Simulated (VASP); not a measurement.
# Cu (Fm-3m) in VASP: further runs, part 2 of 2

VASP 6.6.1. The steps go on from the part before.

**4. Single point, RPBE**

This run uses another cell than the first one, of 11.81 Å³/atom, 0.953 times its volume.

INCAR reads:

```
SYSTEM = Cu
ALGO = Normal
EDIFF = 1E-6
ENCUT = 600
GGA = RP
GGA_COMPAT = .FALSE.
ISIF = 2
ISMEAR = 0
LASPH = .TRUE.
LCHARG = .FALSE.
LREAL = .FALSE.
LWAVE = .FALSE.
NBANDS = 12
NELM = 120
PREC = Accurate
SIGMA = 0.1
```

KPOINTS reads:

```
k-points
0
G
  8 8 8
  0 0 0
```

POSCAR reads:

```
Cu
1.0
    0.0000000000      1.8075000000      1.8075000000
    1.8075000000      0.0000000000      1.8075000000
    1.8075000000      1.8075000000      0.0000000000
Cu
1
Direct
    0.0000000000      0.0000000000      0.0000000000
```

Potentials or basis: VASP PAW PBE potentials, release 64 (Cu).

On the command line:

```console
cat potpaw_PBE.64/Cu/POTCAR > POTCAR
mpirun -np 1 vasp_std > vasp.out
```

OUTCAR:

```text
SYSTEM = Cu
   EDIFF = 1E-6
   ENCUT = 600
   GGA = RP
   ISIF = 2
   ISMEAR = 0
   LASPH = .TRUE.
   LREAL = .FALSE.
   NELM = 120
   PREC = Accurate

 ion  position               nearest neighbor table
   1  0.000  0.000  0.000-

  LATTYP: Found a face centered cubic cell.
 ALAT       =     3.6150000000

  Lattice vectors:

 A1 = (   0.0000000000,   1.8075000000,   1.8075000000)
 A2 = (   1.8075000000,   0.0000000000,   1.8075000000)
 A3 = (   1.8075000000,   1.8075000000,   0.0000000000)

Analysis of symmetry for initial positions (statically):
=====================================================================
 Subroutine PRICEL returns:
 Original cell was already a primitive cell.

 Routine SETGRP: Setting up the symmetry group for a
 face centered cubic supercell.

 Subroutine GETGRP returns: Found 48 space group operations
 (whereof 48 operations were pure point group operations)
 out of a pool of 48 trial point group operations.

The static configuration has the point symmetry O_h .

Analysis of symmetry for dynamics (positions and initial velocities):
=====================================================================
 Subroutine PRICEL returns:
 Original cell was already a primitive cell.

 Routine SETGRP: Setting up the symmetry group for a
 face centered cubic supercell.

 Subroutine GETGRP returns: Found 48 space group operations
 (whereof 48 operations were pure point group operations)
 out of a pool of 48 trial point group operations.

The dynamic configuration has the point symmetry O_h .

 Subroutine INISYM returns: Found 48 space group operations
 (whereof 48 operations are pure point group operations),
 and found     1 'primitive' translations

----------------------------------------------------------------------------------------

                                     Primitive cell

  volume of cell :      11.8104

  direct lattice vectors                    reciprocal lattice vectors
     0.000000000  1.807500000  1.807500000    -0.276625173  0.276625173  0.276625173
     1.807500000  0.000000000  1.807500000     0.276625173 -0.276625173  0.276625173
     1.807500000  1.807500000  0.000000000     0.276625173  0.276625173 -0.276625173

  length of vectors
     2.556191014  2.556191014  2.556191014     0.479128854  0.479128854  0.479128854

  position of ions in fractional coordinates (direct lattice)
     0.000000000  0.000000000  0.000000000

  ion indices of the primitive-cell ions
   primitive index   ion index
                 1           1

----------------------------------------------------------------------------------------

 KPOINTS: k-points

Automatic generation of k-mesh.
 Grid dimensions read from file:
 generate k-points for:    8    8    8

 Generating k-lattice:

  Cartesian coordinates                     Fractional coordinates (reciprocal lattice)
    -0.034578147  0.034578147  0.034578147     0.125000000  0.000000000  0.000000000
     0.034578147 -0.034578147  0.034578147     0.000000000  0.125000000  0.000000000
     0.034578147  0.034578147 -0.034578147     0.000000000  0.000000000  0.125000000

  Length of vectors
     0.059891107  0.059891107  0.059891107

  Shift w.r.t. Gamma in fractional coordinates (k-lattice)
     0.000000000  0.000000000  0.000000000

 Subroutine IBZKPT returns following result:
 ===========================================

 Found     29 irreducible k-points:

 Following reciprocal coordinates:
            Coordinates               Weight
  0.000000  0.000000  0.000000      1.000000
  0.125000  0.000000  0.000000      8.000000
  0.250000  0.000000  0.000000      8.000000
  0.375000  0.000000  0.000000      8.000000
  0.500000  0.000000  0.000000      4.000000
  0.125000  0.125000  0.000000      6.000000
[... 16 lines left out ...]
  0.500000  0.250000  0.125000     48.000000
 -0.375000  0.250000  0.125000     24.000000
 [... further k-points ...]
   k-points           NKPTS =     29   k-points in BZ     NKDIM =     29   number of bands    NBANDS=     12
   number of dos      NEDOS =    301   number of ions     NIONS =      1
   total plane-waves  NPLWV =   8000
   dimension x,y,z NGX =    20 NGY =   20 NGZ =   20
   dimension x,y,z NGXF=    40 NGYF=   40 NGZF=   40
   ions per type =               1
   NGX,Y,Z   is equivalent  to a cutoff of  13.01, 13.01, 13.01 a.u.
   NGXF,Y,Z  is equivalent  to a cutoff of  26.01, 26.01, 26.01 a.u.
 SYSTEM =  Cu
   PREC   = accura    normal or accurate (medium, high low for compatibility)
   ISTART =      0    job   : 0-new  1-cont  2-samecut
   ICHARG =      2    charge: 1-file 2-atom 10-const
   ISPIN  =      1    spin polarized calculation?
   LNONCOLLINEAR =      F non collinear calculations
   LSORBIT =      F    spin-orbit coupling
   LASPH  =      T    aspherical Exc in radial PAW
   ENCUT  =  600.0 eV  44.10 Ry    6.64 a.u.   5.11  5.11  5.11*2*pi/ulx,y,z
   NELM   =    120;   NELMIN=  2; NELMDL= -5     # of ELM steps
   EDIFF  = 0.1E-05   stopping-criterion for ELM
   LREAL  =      F    real-space projection
   EDIFFG = 0.1E-04   stopping-criterion for IOM
   NSW    =      0    number of steps for IOM
   IBRION =     -1    ionic relax: 0-MD 1-quasi-New 2-CG
   NFREE  =      0    steps in history (QN), initial steepest desc. (CG)
   ISIF   =      2    stress and relaxation
   ISYM   =      2    0-nonsym 1-usesym 2-fastsym
   POTIM  = 0.5000    time-step for ionic-motion
   TEBEG  =    0.0;   TEEND  =   0.0 temperature during run
   PSTRESS=    0.0 pullay stress
   NELECT =      11.0000    total number of electrons
   NUPDOWN=      -1.0000    fix difference up-down
   EMIN   =  10.00;   EMAX   =-10.00  energy-range for DOS
   EFERMI =   0.00;   METHOD = LEGACY
   ISMEAR =     0;   SIGMA  =   0.10  broadening in eV -4-tet -1-fermi 0-gaus
   EFERMI_NEDOS =   21; number of points for ismear=-14 and -15
   IALGO  =     38    algorithm
   IMIX   =      4    mixing-type and parameters
     AMIX     =   0.40;   BMIX     =  1.00
     AMIX_MAG =   1.60;   BMIX_MAG =  1.00
  volume/ion in A,a.u.               =      11.81        79.70
  Fermi-wavevector in a.u.,A,eV,Ry     =   1.598763  3.021224 34.777078  2.556043
  Thomas-Fermi vector in A             =   2.696162
   LORBIT       =      0    0 simple, 1 ext, 2 COOP (PROOUT), +10 PAW based schemes
   GGA     = RP    functional components
   LHFCALC =     F    Hartree Fock is set to
   AEXX    =    0.0000 exact exchange contribution
   IVDW    =     0    specifies the selected vdW correction
   LEPSILON=     F    determine dielectric tensor
   LRPA    =     F    only Hartree local field effects (RPA)
 non-spin polarized calculation
 Gauss-broadening in eV      SIGMA  =   0.10
  energy-cutoff  :      600.00
  volume of cell :       11.81
 maximum number of plane-waves:       411
   NGX = 11   NGY = 11   NGZ = 11

 number of electron      11.0000001 magnetization

 Free energy of the ion-electron system (eV)
  ---------------------------------------------------
  ext. energy  EPLUGINS =         0.00000000
  ---------------------------------------------------
  free energy    TOTEN  =        -3.21111721 eV

  energy without entropy =       -3.20799390  energy(sigma->0) =       -3.20955556

 E-fermi :   7.6762     XC(G=0): -12.5884

 val. band max:        7.6020733833   @ k =   0.5000   0.2500   0.1250
 cond. band min:       7.8693129706   @ k =   0.5000   0.1250   0.0000
 fundamental gap:      0.2672395872
 Fermi energy:         7.6761851982

 k-point     1 :       0.0000    0.0000    0.0000
  band No.  band energies     occupation
      1      -1.6003      2.00000
      2       4.7305      2.00000
      3       4.7305      2.00000
      4       4.7305      2.00000
      5       5.5499      2.00000
      6       5.5499      2.00000
      7      30.2783      0.00000
      8      33.0174      0.00000
      9      33.0174      0.00000
     10      33.0174      0.00000
     11      35.4798      0.00000
     12      35.4798      0.00000

 k-point     2 :       0.1250    0.0000    0.0000
  band No.  band energies     occupation
      1      -1.0372      2.00000
      2       4.6204      2.00000
      3       4.8236      2.00000
      4       4.8236      2.00000
      5       5.5209      2.00000
      6       5.5209      2.00000
      7      26.5521      0.00000
      8      30.9270      0.00000
      9      31.8118      0.00000
     10      31.8118      0.00000
     11      37.3287      0.00000
     12      37.3748      0.00000
[... 316 lines left out ...]
 k-point    24 :      -0.3750    0.2500    0.1250
  band No.  band energies     occupation
      1       3.4441      2.00000
      2       4.1315      2.00000
      3       4.6602      2.00000
      4       5.1731      2.00000
      5       6.0625      2.00000
      6       9.8455      0.00000
      7      12.0283      0.00000
      8      21.9083      0.00000
      9      22.3660      0.00000
     10      31.3377      0.00000
     11      35.0340      0.00000
     12      42.4861      0.00000

 [... further k-points ...]
[... 5 lines left out ...]
  --------------------------------------------------------------------------------------
  -------------------------------------------------------------------------------------
  Total        0.6036495      0.6036495      0.6036495      0.0000000     -0.0000000      0.0000000
  in kB       81.8899303     81.8899303     81.8899303      0.0000000     -0.0000000      0.0000000
  external PRESSURE =      81.8899303 kB  Pullay stress =       0.0000000 kB

 VOLUME and BASIS-vectors are now :
 -----------------------------------------------------------------------------
  energy-cutoff  :      600.00
  volume of cell :       11.81
      direct lattice vectors                 reciprocal lattice vectors
     0.000000000  1.807500000  1.807500000    -0.276625173  0.276625173  0.276625173
     1.807500000  0.000000000  1.807500000     0.276625173 -0.276625173  0.276625173
     1.807500000  1.807500000  0.000000000     0.276625173  0.276625173 -0.276625173

 POSITION                                       TOTAL-FORCE (eV/Angst)
 -----------------------------------------------------------------------------------
      0.00000      0.00000      0.00000        -0.000000      0.000000     -0.000000
 -----------------------------------------------------------------------------------
    total drift:                               -0.000000     -0.000000     -0.000000

  FREE ENERGIE OF THE ION-ELECTRON SYSTEM (eV)
  ---------------------------------------------------
  free  energy   TOTEN  =        -3.2111172102 eV

  energy  without entropy=       -3.2079939008  energy(sigma->0) =       -3.20955556
```

OSZICAR:

```text
N       E                     dE             d eps       ncg     rms          rms(c)
DAV:   1     0.451814263540E+02    0.45181E+02   -0.58986E+03   764   0.165E+03
DAV:   2    -0.263736276548E+01   -0.47819E+02   -0.43941E+02   708   0.210E+02
DAV:   3    -0.400963904883E+01   -0.13723E+01   -0.13665E+01   832   0.419E+01
DAV:   4    -0.401743663677E+01   -0.77976E-02   -0.77967E-02   800   0.280E+00
DAV:   5    -0.401750954234E+01   -0.72906E-04   -0.72905E-04   844   0.276E-01    0.732E+00
DAV:   6    -0.354872363755E+01    0.46879E+00   -0.12727E+01   828   0.686E+01    0.368E+00
DAV:   7    -0.322224933959E+01    0.32647E+00   -0.20662E+00   836   0.273E+01    0.589E-01
DAV:   8    -0.321270541376E+01    0.95439E-02   -0.39443E-03   804   0.900E-01    0.304E-01
DAV:   9    -0.321113022116E+01    0.15752E-02   -0.10913E-02   852   0.185E+00    0.416E-02
DAV:  10    -0.321112038279E+01    0.98384E-05   -0.67741E-05  1008   0.143E-01    0.108E-02
DAV:  11    -0.321111712175E+01    0.32610E-05   -0.24577E-06   796   0.264E-02    0.318E-04
DAV:  12    -0.321111721015E+01   -0.88401E-07   -0.50124E-08   452   0.214E-03
   1 F= -.32111172E+01 E0= -.32095556E+01  d E =-.312331E-02
```

stdout:

```text
POSCAR found type information on POSCAR Cu
 POSCAR found :  1 types and       1 ions
 scaLAPACK will be used
 -----------------------------------------------------------------------------
|                                                                             |
|                                                                             |
|     You enforced a specific xc type in the INCAR file but a different       |
|     I HOPE YOU KNOW WHAT YOU ARE DOING!                                     |
|                                                                             |
 -----------------------------------------------------------------------------

 LDA part: xc-table for (Slater+PW92), standard interpolation
 POSCAR, INCAR and KPOINTS ok, starting setup
 FFT: planning ... GRIDC
 FFT: planning ... GRID_SOFT
 FFT: planning ... GRID
 WAVECAR not read
 entering main loop
```

It took 4.3 s on 1 thread of AMD EPYC 7R13 (Zen 3), shared host; peak memory 0.09 GiB.

What came out:

| Quantity | Value |
| --- | --- |
| Free energy | -3.2111 eV |
| Pressure | 8.2 GPa |

Caveat: the k points lie up to 0.38 Å⁻¹ apart; the PAW data sets were made with another functional, which shifts forces and pressure a little.

**5. Overview**

```csv
task,cell,k mesh,cutoff (eV),gap on the mesh (eV),pressure (GPa)
single point,"a = 2.597 Å, angles 60.0°, 1 atom",20 × 20 × 20,520,none,0.5
relaxation of cell and atoms,"relaxed from a = 2.556 Å, angles 60.0°, 1 atom",20 × 20 × 20,600,none,0.0
single point,"a = 2.556 Å, angles 60.0°, 1 atom",8 × 8 × 8,600,none,8.2
```

Alike in all rows: level RPBE; potentials or basis VASP PAW PBE potentials, release 64 (Cu); no spin polarisation; smearing gaussian 0.1 eV.

Caveats: some runs use coarse meshes; the PAW data sets were made with another functional, which shifts forces and pressure a little.

Absolute energies hang on the potentials; compare differences alone.
